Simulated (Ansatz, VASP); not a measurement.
SiNi in VASP and in Ansatz

The input INCAR:

```
ALGO = Normal
EDIFF = 1E-7
ENCUT = 520
GGA = PS
ISIF = 2
ISMEAR = -1
ISPIN = 2
LASPH = T
LCHARG = T
LDAU = T
LDAUJ = 0 0
LDAUL = 2 -1
LDAUPRINT = 1
LDAUTYPE = 2
LDAUU = 6 0
LELF = T
LMAXMIX = 4
LORBIT = 11
LREAL = F
LVHAR = T
LWAVE = F
MAGMOM = 1 1 1 1 0 0 0 0
NBANDS = 42
NELM = 150
PREC = Accurate
SIGMA = 0.05
```

File KPOINTS:

```
k-points
0
Gamma
  6 6 6
```

POSCAR

```
SiNi
1.0
    4.5036940000      0.0000000000      0.0000000000
    0.0000000000      4.5036940000      0.0000000000
    0.0000000000      0.0000000000      4.5036940000
Ni Si
4 4
Direct
    0.1495040000      0.1495040000      0.1495040000
    0.6495040000      0.3504960000      0.8504960000
    0.8504960000      0.6495040000      0.3504960000
    0.3504960000      0.8504960000      0.6495040000
    0.8468300000      0.8468300000      0.8468300000
    0.3468300000      0.6531700000      0.1531700000
    0.1531700000      0.3468300000      0.6531700000
    0.6531700000      0.1531700000      0.3468300000
```

input.yaml

```yaml
crystal:
  lattice:
    - [4.503694, 0.0, 0.0]
    - [0.0, 4.503694, 0.0]
    - [0.0, 0.0, 4.503694]
  atoms:
    - { symbol: Ni, position: [0.149504, 0.149504, 0.149504], spin: 1.0 }
    - { symbol: Ni, position: [0.649504, 0.350496, 0.850496], spin: 1.0 }
    - { symbol: Ni, position: [0.850496, 0.649504, 0.350496], spin: 1.0 }
    - { symbol: Ni, position: [0.350496, 0.850496, 0.649504], spin: 1.0 }
    - { symbol: Si, position: [0.84683, 0.84683, 0.84683] }
    - { symbol: Si, position: [0.34683, 0.65317, 0.15317] }
    - { symbol: Si, position: [0.15317, 0.34683, 0.65317] }
    - { symbol: Si, position: [0.65317, 0.15317, 0.34683] }
hamiltonian:
  xc: pbesol
  pseudopotentials: { kind: paw }
  hubbard: { sites: [{ species: Ni, l: d, u_eff: 6.0 }] }
magnetization:
  spin_polarized: true
kpoints:
  mp_grid: { grid: [6, 6, 6] }
  band_path:
    path:
      - [[0.0, 0.0, 0.0], [0.0, 0.5, 0.0], [0.5, 0.5, 0.0], [0.0, 0.0, 0.0], [0.5, 0.5, 0.5], [0.0, 0.5, 0.0]]
      - [[0.5, 0.5, 0.0], [0.5, 0.5, 0.5]]
    npoints: 10
scf:
  occupations: { method: fermi_dirac, width: 0.05 }
  n_extra_bands: 20
output:
  forces: true
  stress: true
  eigenvalues: true
  fatbands: false
```

Alike in both runs: functional PBEsol; k mesh 6 × 6 × 6; occupations fermi-dirac, width 0.05 eV; collinear spin; Hubbard terms Ni d U = 6.0 eV.

```csv
,VASP,Ansatz
version,VASP 6.6.1,Ansatz 0.2.0
potentials or method,"VASP PAW PBE potentials, release 64 (Ni, Si)",Ansatz PAW
plane-wave cutoff (eV),520,420
valence electrons in the cell,56,88
task,single point,band structure
```

|  | VASP | Ansatz | Ansatz less VASP |
| --- | --- | --- | --- |
| gap on the k mesh at the Fermi level (eV) | none | none | - |
| pressure (GPa) | -15.2 | -5.7 | +9.42 |
| rms of the force components (eV/Å) | 0.084 | 0.053 | -0.0313 |
| net moment per atom (μB) | 0.00 | 0.00 | 0.000 |

VASP's potentials were made for PBE, not for PBEsol. The programs project onto different local orbitals, so the same U acts differently, and such runs can settle in different states. Atom by atom the forces differ by 0.043 eV/Å (rms over components). A gap of «none» marks a metal or a gap that the smearing closes. VASP's potentials hold 56 valence electrons a cell and Ansatz's 88, so a difference there can come from the potentials and not from the codes.

Noted on Ansatz's run: the magnetic or orbital state may not be the lowest.
